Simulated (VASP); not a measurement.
# Co (P6_3/mmc) in VASP: further runs, part 2 of 2

VASP 6.6.1. The steps go on from the part before.

## (3) Electric field gradients, PBEsol, collinear spin, ferromagnetic start (volume scaled by 0.98)

Contents of INCAR:

```
  PREC = Accurate
  ENCUT = 520
  EDIFF = 1E-8
  ISMEAR = -1
  SIGMA = 0.05
  LREAL = F
  LASPH = T
  NELM = 150
  ALGO = Normal
  ISIF = 2
  LWAVE = F
  LCHARG = F
  ISPIN = 2
  MAGMOM = 2 2
  LORBIT = 11
  LMAXMIX = 4
  GGA = PS
  LEFG = T
  NBANDS = 20
```

Contents of KPOINTS:

```
Automatic mesh
0
Gamma
  19 19 10
```

Contents of POSCAR:

```
Co
1.0
    2.5020943139      0.0000000000      0.0000000000
   -1.2510471570      2.1668772385      0.0000000000
    0.0000000000      0.0000000000      4.0635427969
Co
2
Direct
    0.3333333333      0.6666666667      0.2500000000
    0.6666666667      0.3333333333      0.7500000000
```

Potentials or basis: VASP PAW PBE potentials, release 64 (Co).

Launch:

```
$ cat potpaw_PBE.64/Co/POTCAR > POTCAR
$ mpirun -np 1 vasp_std > vasp.out
```

OUTCAR:

```text
PREC = Accurate
   ENCUT = 520
   EDIFF = 1E-8
   ISMEAR = -1
   LREAL = F
   LASPH = T
   NELM = 150
   ISIF = 2
   ISPIN = 2
   LORBIT = 11
   GGA = PS

 ion  position               nearest neighbor table
   1  0.333  0.667  0.250-   2 2.49   2 2.49   2 2.49   2 2.49   2 2.49   2 2.49
   2  0.667  0.333  0.750-   1 2.49   1 2.49   1 2.49   1 2.49   1 2.49   1 2.49

  LATTYP: Found a hexagonal cell.
 ALAT       =     2.5020943139
 C/A-ratio  =     1.6240566050

  Lattice vectors:

 A1 = (   2.5020943139,   0.0000000000,   0.0000000000)
 A2 = (  -1.2510471570,   2.1668772385,   0.0000000000)
 A3 = (   0.0000000000,   0.0000000000,   4.0635427969)

Analysis of symmetry for initial positions (statically):
=====================================================================
 Subroutine PRICEL returns:
 Original cell was already a primitive cell.

 Routine SETGRP: Setting up the symmetry group for a
 hexagonal supercell.

 Subroutine GETGRP returns: Found 24 space group operations
 (whereof 12 operations were pure point group operations)
 out of a pool of 24 trial point group operations.

The static configuration has the point symmetry D_3d.
 The point group associated with its full space group is D_6h.

Analysis of symmetry for dynamics (positions and initial velocities):
=====================================================================
 Subroutine PRICEL returns:
[... 1295 lines left out ...]
  Direction    XX          YY          ZZ          XY          YZ          ZX
  --------------------------------------------------------------------------------------
  -------------------------------------------------------------------------------------
  Total       -1.7490811     -1.7490811     -1.9728569      0.0000000     -0.0000000     -0.0000000
  in kB     -127.1972485   -127.1972485   -143.4707409      0.0000000     -0.0000000     -0.0000000
  external PRESSURE =    -132.6217459 kB  Pullay stress =       0.0000000 kB

 VOLUME and BASIS-vectors are now :
 -----------------------------------------------------------------------------
  energy-cutoff  :      520.00
  volume of cell :       22.03
      direct lattice vectors                 reciprocal lattice vectors
     2.502094314  0.000000000  0.000000000     0.399665190  0.230746805  0.000000000
    -1.251047157  2.166877239  0.000000000     0.000000000  0.461493610  0.000000000
     0.000000000  0.000000000  4.063542797     0.000000000  0.000000000  0.246090678

 POSITION                                       TOTAL-FORCE (eV/Angst)
 -----------------------------------------------------------------------------------
     -0.00000      1.44458      1.01589         0.000000      0.000000      0.000000
      1.25105      0.72229      3.04766        -0.000000     -0.000000      0.000000
 -----------------------------------------------------------------------------------
    total drift:                                0.000000      0.000000     -0.000000

  FREE ENERGIE OF THE ION-ELECTRON SYSTEM (eV)
  ---------------------------------------------------
  free  energy   TOTEN  =       -15.4187247201 eV

  energy  without entropy=      -15.4034262230  energy(sigma->0) =      -15.41107547

 Electric field gradients (V/A^2)
---------------------------------------------------------------------
 ion       V_xx      V_yy      V_zz      V_xy      V_xz      V_yz
---------------------------------------------------------------------
   1       1.036     1.035    -2.071    -0.001     0.000    -0.000
   2       1.036     1.035    -2.071    -0.001    -0.000     0.000
---------------------------------------------------------------------

 Electric field gradients after diagonalization (V/A^2)
 (convention: |V_zz| > |V_xx| > |V_yy|)
----------------------------------------------------------------------
 ion       V_xx      V_yy      V_zz     asymmetry (V_yy - V_xx)/ V_zz
----------------------------------------------------------------------
   1       1.037     1.034    -2.071       0.001
   2       1.037     1.034    -2.071       0.001
----------------------------------------------------------------------

           NMR quadrupolar parameters

 Cq : quadrupolar parameter    Cq=e*Q*V_zz/h
 eta: asymmetry parameters     (V_yy - V_xx)/ V_zz
 Q  : nuclear electric quadrupole moment in mb (millibarn)
----------------------------------------------------------------------
 ion       Cq(MHz)       eta       Q (mb)
----------------------------------------------------------------------
   1      -0.005       0.001       1.000
   2      -0.005       0.001       1.000
----------------------------------------------------------------------

 total charge

# of ion       s       p       d       tot
------------------------------------------
    1        0.483   0.511   7.247   8.241
    2        0.483   0.511   7.247   8.241
--------------------------------------------------
tot          0.965   1.023  14.495  16.483

 magnetization (x)

# of ion       s       p       d       tot
------------------------------------------
    1       -0.015  -0.051   1.701   1.636
    2       -0.015  -0.051   1.701   1.636
--------------------------------------------------
tot         -0.029  -0.102   3.402   3.271
```

OSZICAR:

```text
N       E                     dE             d eps       ncg     rms          rms(c)
DAV:   1     0.832903708884E+02    0.83290E+02   -0.82632E+03 20220   0.123E+03
DAV:   2    -0.133857897267E+02   -0.96676E+02   -0.87099E+02 19496   0.216E+02
DAV:   3    -0.178710726649E+02   -0.44853E+01   -0.42930E+01 21856   0.560E+01
DAV:   4    -0.179385967293E+02   -0.67524E-01   -0.67471E-01 23512   0.608E+00
DAV:   5    -0.179405799600E+02   -0.19832E-02   -0.19831E-02 22184   0.993E-01    0.156E+01
DAV:   6    -0.159611466587E+02    0.19794E+01   -0.89856E+00 21708   0.613E+01    0.737E+00
DAV:   7    -0.154575687839E+02    0.50358E+00   -0.14628E+00 22216   0.225E+01    0.380E+00
DAV:   8    -0.154359096076E+02    0.21659E-01   -0.16009E-02 26244   0.118E+00    0.161E+00
DAV:   9    -0.154199448435E+02    0.15965E-01   -0.28968E-03 31920   0.950E-01    0.474E-01
DAV:  10    -0.154189397379E+02    0.10051E-02   -0.43595E-04 24872   0.240E-01    0.175E-01
DAV:  11    -0.154187356968E+02    0.20404E-03   -0.85407E-05 28932   0.143E-01    0.311E-02
DAV:  12    -0.154187283917E+02    0.73051E-05   -0.60976E-06 21408   0.213E-02    0.190E-02
DAV:  13    -0.154187249992E+02    0.33926E-05   -0.20806E-06 29856   0.160E-02    0.855E-03
DAV:  14    -0.154187248736E+02    0.12559E-06   -0.26621E-07 20920   0.404E-03    0.200E-03
DAV:  15    -0.154187246609E+02    0.21268E-06   -0.97898E-09 15832   0.143E-03    0.990E-04
DAV:  16    -0.154187246934E+02   -0.32454E-07   -0.30049E-09 10236   0.621E-04    0.425E-04
DAV:  17    -0.154187247169E+02   -0.23535E-07   -0.62404E-10 10012   0.213E-04    0.595E-05
DAV:  18    -0.154187247201E+02   -0.32214E-08   -0.15548E-10  9900   0.104E-04
   1 F= -.15418725E+02 E0= -.15411075E+02  d E =-.152985E-01  mag=     3.2347
```

It took 3.2 min on 1 thread of Intel Xeon 6975P-C, shared host; peak memory 0.26 GiB.

What came out:

```
Free energy                                           : -15.4187 eV
Pressure                                              : -13.3 GPa
Net moment                                            : 3.23 μB per cell
Site moments                                          : Co +1.64 μB
Valence electrons inside the program's atomic spheres : Co 8.24
```

Levels at points of the mesh, in eV from the Fermi level:
Spin up:
```
           k point  band 8  band 9  band 10  band 11  band 12  band 13  band 14  band 15
(0.00, 0.00, 0.50)   -2.61   -1.13    -1.13    -1.13    -1.13    14.69    14.69    22.55
```
Spin down:
```csv
k point,band 5,band 6,band 7,band 8,band 9,band 10
"(0.00, 0.00, 0.00)",-0.92,-0.57,-0.57,-0.17,-0.14,-0.14
"(0.00, 0.00, 0.50)",-0.98,-0.98,-0.98,-0.98,0.71,0.71
```

Electric field gradients, principal values (V/Å²):
```
atom  least  middle  greatest (by size)
1 Co  1.034   1.037              -2.071
2 Co  1.034   1.037              -2.071
```

Caveat: without QUAD_EFG the Cq values of the log hold for a quadrupole moment of 1 mb, not for the nuclei; the PAW data sets were made with another functional, which shifts forces and pressure a little.

## (4) Electric field gradients, PBEsol, collinear spin, ferromagnetic start (equal xx and yy strain of +2 %)

Contents of INCAR:

```
SYSTEM = Co
  PREC = Accurate
  ENCUT = 520
  EDIFF = 1E-8
  ISMEAR = -1
  SIGMA = 0.05
  LREAL = .False.
  LASPH = .True.
  NELM = 150
  ALGO = Normal
  ISIF = 2
  LWAVE = .False.
  LCHARG = .False.
  ISPIN = 2
  MAGMOM = 2 2
  LORBIT = 11
  LMAXMIX = 4
  GGA = PS
  LEFG = .True.
  NBANDS = 20
```

Contents of KPOINTS:

```
Automatic mesh
0
Gamma
  19 19 10
  0 0 0
```

Contents of POSCAR:

```
Co
1.0
    2.5693808868      0.0000000000      0.0000000000
   -1.2846904434      2.2251491200      0.0000000000
    0.0000000000      0.0000000000      4.0910000000
Co
2
Direct
    0.3333333333      0.6666666667      0.2500000000
    0.6666666667      0.3333333333      0.7500000000
```

Potentials or basis: VASP PAW PBE potentials, release 64 (Co).

Launch:

```
$ cat potpaw_PBE.64/Co/POTCAR > POTCAR
$ mpirun -np 1 vasp_std > vasp.out
```

OUTCAR:

```text
SYSTEM = Co
   PREC = Accurate
   ENCUT = 520
   EDIFF = 1E-8
   ISMEAR = -1
   LREAL = .False.
   LASPH = .True.
   NELM = 150
   ISIF = 2
   ISPIN = 2
   LORBIT = 11
   GGA = PS

 ion  position               nearest neighbor table
   1  0.333  0.667  0.250-   2 2.53   2 2.53   2 2.53   2 2.53   2 2.53   2 2.53
   2  0.667  0.333  0.750-   1 2.53   1 2.53   1 2.53   1 2.53   1 2.53   1 2.53

  LATTYP: Found a hexagonal cell.
 ALAT       =     2.5693808868
 C/A-ratio  =     1.5922123579

  Lattice vectors:

 A1 = (   2.5693808868,   0.0000000000,   0.0000000000)
 A2 = (  -1.2846904434,   2.2251491200,   0.0000000000)
 A3 = (   0.0000000000,   0.0000000000,   4.0910000000)

Analysis of symmetry for initial positions (statically):
=====================================================================
 Subroutine PRICEL returns:
 Original cell was already a primitive cell.

 Routine SETGRP: Setting up the symmetry group for a
 hexagonal supercell.

 Subroutine GETGRP returns: Found 24 space group operations
 (whereof 12 operations were pure point group operations)
[... 1324 lines left out ...]
    total drift:                               -0.000000     -0.000000     -0.000000

  FREE ENERGIE OF THE ION-ELECTRON SYSTEM (eV)
  ---------------------------------------------------
  free  energy   TOTEN  =       -15.2640431839 eV

  energy  without entropy=      -15.2486378756  energy(sigma->0) =      -15.25634053

 Electric field gradients (V/A^2)
---------------------------------------------------------------------
 ion       V_xx      V_yy      V_zz      V_xy      V_xz      V_yz
---------------------------------------------------------------------
   1       3.838     3.841    -7.679     0.002     0.000    -0.000
   2       3.838     3.841    -7.679     0.002    -0.000     0.000
---------------------------------------------------------------------

 Electric field gradients after diagonalization (V/A^2)
 (convention: |V_zz| > |V_xx| > |V_yy|)
----------------------------------------------------------------------
 ion       V_xx      V_yy      V_zz     asymmetry (V_yy - V_xx)/ V_zz
----------------------------------------------------------------------
   1       3.842     3.837    -7.679       0.001
   2       3.842     3.837    -7.679       0.001
----------------------------------------------------------------------

           NMR quadrupolar parameters

 Cq : quadrupolar parameter    Cq=e*Q*V_zz/h
 eta: asymmetry parameters     (V_yy - V_xx)/ V_zz
 Q  : nuclear electric quadrupole moment in mb (millibarn)
----------------------------------------------------------------------
 ion       Cq(MHz)       eta       Q (mb)
----------------------------------------------------------------------
   1      -0.019       0.001       1.000
   2      -0.019       0.001       1.000
----------------------------------------------------------------------

 total charge

# of ion       s       p       d       tot
------------------------------------------
    1        0.459   0.463   7.213   8.135
    2        0.459   0.463   7.213   8.135
--------------------------------------------------
tot          0.919   0.925  14.426  16.270

 magnetization (x)

# of ion       s       p       d       tot
------------------------------------------
    1       -0.014  -0.051   1.749   1.684
    2       -0.014  -0.051   1.749   1.684
--------------------------------------------------
tot         -0.028  -0.101   3.498   3.368
```

It took 3.5 min on 1 thread of Intel Xeon Platinum 8488C (Sapphire Rapids), shared host; peak memory 0.26 GiB.

Results:

```yaml
Free_energy: -15.2640 eV
Pressure: -22.3 GPa
Net_moment: 3.31 μB per cell
Site_moments: Co +1.68 μB
Valence_electrons_inside_the_program's_atomic_spheres: Co 8.13
```

Stress tensor (GPa, compression positive):
```
-23.30   0.00   0.00
  0.00 -23.30   0.00
  0.00   0.00 -20.26
```

Levels at points of the mesh, in eV from the Fermi level:
Spin up:
```
           k point  band 7  band 8  band 9  band 10  band 11  band 12  band 13  band 14  band 15  band 16
(0.00, 0.00, 0.00)   -2.20   -1.94   -1.94    -0.90    -0.90     0.08     5.91    21.09    22.79    22.79
(0.00, 0.00, 0.50)   -2.57   -2.57   -1.18    -1.18    -1.18    -1.18    14.53    14.53    21.78    21.78
```
Spin down:
```csv
k point,band 4,band 5,band 6,band 7,band 8,band 9,band 10,band 11
"(0.00, 0.00, 0.00)",-0.82,-0.76,-0.47,-0.47,-0.17,-0.17,0.06,0.99
"(0.00, 0.00, 0.50)",-1.29,-0.90,-0.90,-0.90,-0.90,0.68,0.68,0.68
```

Electric field gradients, principal values (V/Å²):
```csv
atom,least,middle,greatest (by size)
1 Co,3.837,3.842,-7.679
2 Co,3.837,3.842,-7.679
```

Caveat: the cell differs from its parent crystal (equal xx and yy strain of +2 %); without QUAD_EFG the Cq values of the log hold for a quadrupole moment of 1 mb, not for the nuclei; the PAW data sets were made with another functional, which shifts forces and pressure a little.
